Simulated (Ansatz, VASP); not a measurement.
## Two plane-wave programs on Ti

INCAR

```
SYSTEM = Ti
PREC     = Accurate       ! precision mode
ENCUT    = 520            ! plane-wave cutoff, eV
EDIFF    = 1E-6           ! SCF threshold, eV
ISMEAR   = 0              ! smearing method
SIGMA    = 0.15           ! smearing width, eV
LREAL    = .FALSE.        ! projectors in reciprocal space
LASPH    = .TRUE.         ! aspherical terms in the spheres
NELM     = 100            ! most SCF steps
ALGO     = Fast           ! electronic algorithm
ISIF     = 2              ! what is computed and relaxed
LWAVE    = .FALSE.        ! write WAVECAR
LCHARG   = .TRUE.         ! write CHGCAR
GGA      = PS             ! functional
LELF     = .TRUE.         ! ELF
LVHAR    = .TRUE.       
NBANDS   = 19             ! bands
```

KPOINTS

```
Automatic mesh
0
G
  14 14 14
  0 0 0
```

File POSCAR:

```
Ti
1.0
    0.0000000000     -3.2099008398      0.0000000000
   -3.2099008398      0.0000000000      0.0000000000
    0.0000000000      0.0000000000     -3.2099008398
Ti
2
Direct
    0.5458581144      0.5573226430      0.5000000000
   -0.0458581144     -0.0573226430      0.0000000000
```

Input for Ansatz:

```yaml
crystal:
  lattice:
    - [0.0, -3.2099008398, 0.0]
    - [-3.2099008398, 0.0, 0.0]
    - [0.0, 0.0, -3.2099008398]
  atoms:
    - { symbol: Ti, position: [0.5458581144, 0.557322643, 0.5] }
    - { symbol: Ti, position: [-0.0458581144, -0.057322643, 0.0] }
basis:
  ecutwfc: 520.0
kpoints:
  mp_grid: { grid: [14, 14, 14] }
hamiltonian:
  xc: pbesol
  pseudopotentials: { kind: paw, azcp: { folder: soft_1 } }
scf:
  occupations: { method: gaussian, width: 0.15 }
output:
  forces: true
  stress: true
  eigenvalues: true
```

Change from the starting cell: mode 4 frozen in at -0.184 Å and mode 5 at -0.147 Å (largest displacements).

Alike in both runs: task single point; functional PBEsol; k mesh 14 × 14 × 14; occupations gaussian, width 0.15 eV; no spin polarisation.

```csv
,VASP,Ansatz
version,VASP 6.6.1,Ansatz 0.2.0
potentials or method,"VASP PAW PBE potentials, release 64 (Ti_sv), cutoff 520 eV","scalar-relativistic, plane waves, PAW"
valence electrons in the cell,24,24
```

VASP gave:

* gap on the k mesh at the Fermi level (eV): none
* pressure (GPa): 3.3
* traceless stress, the component that is largest in VASP (GPa): 5.18
* rms of the force components (eV/Å): 1.472

Problem. What did Ansatz give for the same quantities?

Solution. gap on the k mesh at the Fermi level (eV): none; pressure (GPa): 3.5; traceless stress, the component that is largest in VASP (GPa): 5.17; rms of the force components (eV/Å): 1.455.

VASP's potentials were made for PBE, not for PBEsol, and Ansatz warns of the same on its side. Atom by atom the forces differ by 0.018 eV/Å (rms over components). A gap of «none» marks a metal or a gap that the smearing closes. The functional is the same, so the differences come from potentials, cutoffs and numerics.
